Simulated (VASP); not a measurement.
Crystal: LiH.

```xyz
2
Lattice="2.5017 0.0000 0.0000 0.0000 2.5017 0.0000 0.0000 0.0000 2.5017" Properties=species:S:1:pos:R:3 pbc="T T T"
Li    0.0000    0.0000    0.0000
H     1.2508    1.2508    1.2508
```

Base run:

```yaml
Program: VASP 6.6.1
Functional: PBE0
Potentials_or_basis: VASP PAW PBE potentials, release 64 (Li_sv, H)
Cutoff: 520 eV
k_mesh: 8 × 8 × 8
Occupations: gaussian, width 0.01 eV
Spin: no spin polarisation
```

Its results: band gap on the k mesh 2.16 eV, indirect (least direct gap 5.98 eV).

Question: The run is repeated on the same cell with these changes: functional from PBE0 to PBE; further incar settings from ALGO = Normal; EDIFF = 1e-06; NBANDS = 9 to ALGO = Normal; EDIFF = 1e-08. What comes out?

Answer: Band gap on the k mesh 0.73 eV, indirect (least direct gap 4.21 eV).

A k mesh can miss the band edges.
